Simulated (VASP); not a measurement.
Set up this calculation in VASP 6.6.1, as the native input.

```yaml
Task: single point
Functional: r2SCAN
Potentials_or_basis: VASP PAW PBE potentials, release 64 (K_sv, Ta_sv_GW, O)
Cutoff: 770 eV
k_mesh: 8 × 8 × 8
Occupations: fermi-dirac, width 0.02 eV
Spin: no spin polarisation
Dipole_correction: no
Further_INCAR_settings: ALGO = Normal; EDIFF = 1e-06; NBANDS = 28
```

The system is KTaO3.

```xyz
5
Lattice="3.9896 0.0000 0.0000 0.0000 3.9896 0.0000 0.0000 0.0000 3.9896" Properties=species:S:1:pos:R:3 pbc="T T T"
K     1.9948    1.9948    1.9948
Ta    0.0000    0.0000    0.0000
O     1.9948    0.0000    0.0000
O     0.0000    1.9948    0.0000
O     0.0000    0.0000    1.9948
```

The input as run:

POSCAR

```
KTaO3
1.0
    3.9895772900      0.0000000000      0.0000000000
    0.0000000000      3.9895772900      0.0000000000
    0.0000000000      0.0000000000      3.9895772900
K Ta O
1 1 3
Direct
    0.5000000000      0.5000000000      0.5000000000
    0.0000000000      0.0000000000      0.0000000000
    0.5000000000      0.0000000000      0.0000000000
    0.0000000000      0.5000000000      0.0000000000
    0.0000000000      0.0000000000      0.5000000000
```

INCAR.step1

```
  PREC = Accurate
  ENCUT = 770
  ISMEAR = -1
  SIGMA = 0.02
  LREAL = False
  LASPH = True
  NELM = 120
  NBANDS = 28
  GGA = PE
  ALGO = Normal
  EDIFF = 1E-5
  LWAVE = True
  LCHARG = False
  GGA_COMPAT = False
```

INCAR.step2

```
  PREC = Accurate
  ENCUT = 770
  EDIFF = 1E-6
  ISMEAR = -1
  SIGMA = 0.02
  LREAL = False
  LASPH = True
  NELM = 120
  ALGO = Normal
  ISIF = 2
  LWAVE = False
  LCHARG = False
  METAGGA = R2SCAN
  LMIXTAU = True
  NBANDS = 28
  ISTART = 1
  GGA_COMPAT = False
```

KPOINTS

```
Automatic mesh
0
Gamma
  8 8 8
```

Potentials or basis: VASP PAW PBE potentials, release 64 (K_sv, Ta_sv_GW, O).

Command:

```sh
$ cat potpaw_PBE.64/K_sv/POTCAR potpaw_PBE.64/Ta_sv_GW/POTCAR potpaw_PBE.64/O/POTCAR > POTCAR
$ cp INCAR.step1 INCAR
$ mpirun -np 1 vasp_std > vasp.out
$ cp INCAR.step2 INCAR
$ mpirun -np 1 vasp_std > vasp.out
```

Results of the run:

- Pressure: 0.3 GPa
- Band gap on the k mesh: 2.62 eV (least direct gap 3.27 eV)

Caveat: the PAW data sets were made with another functional, which shifts forces and pressure a little; spin-orbit coupling is left out, which moves the levels of the heavy elements.

Run time: 4.9 min on 1 thread of AMD EPYC 7R13 Processor (Zen 3), on a shared host, peak memory 0.27 GiB.
